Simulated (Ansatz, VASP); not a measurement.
# ZrZnN in VASP and in Ansatz

```
Zr Zn N
1.0
     3.15618    0.00000    0.00000
     0.00000    3.15618    0.00000
     0.00000    0.00000    4.32030
Zr Zn N
1 1 1
Direct
  0.50000 0.50000 0.00000
  0.00000 0.00000 0.50000
  0.50000 0.50000 0.50000
```

Alike in both runs: task relaxation of cell and atoms; functional PBE; k mesh 14 × 14 × 12; occupations gaussian, width 0.1 eV; no spin polarisation.

```csv
,VASP,Ansatz
version,VASP 6.6.1,Ansatz 0.2.0
potentials or method,"VASP PAW PBE potentials, release 64 (Zr_sv, Zn, N), cutoff 600 eV","scalar-relativistic, plane waves, PAW"
valence electrons in the cell,29,29
```

```csv
,VASP,Ansatz,Ansatz less VASP
"gap on the k mesh at the Fermi level, each at its own relaxed structure (eV)",none,none,-
relaxed volume (Å³/atom),14.41,14.39,-0.028
relaxed cell length with the largest relative difference (Å),3.165,3.162,-0.0029
```

A gap of «none» marks a metal or a gap that the smearing closes.
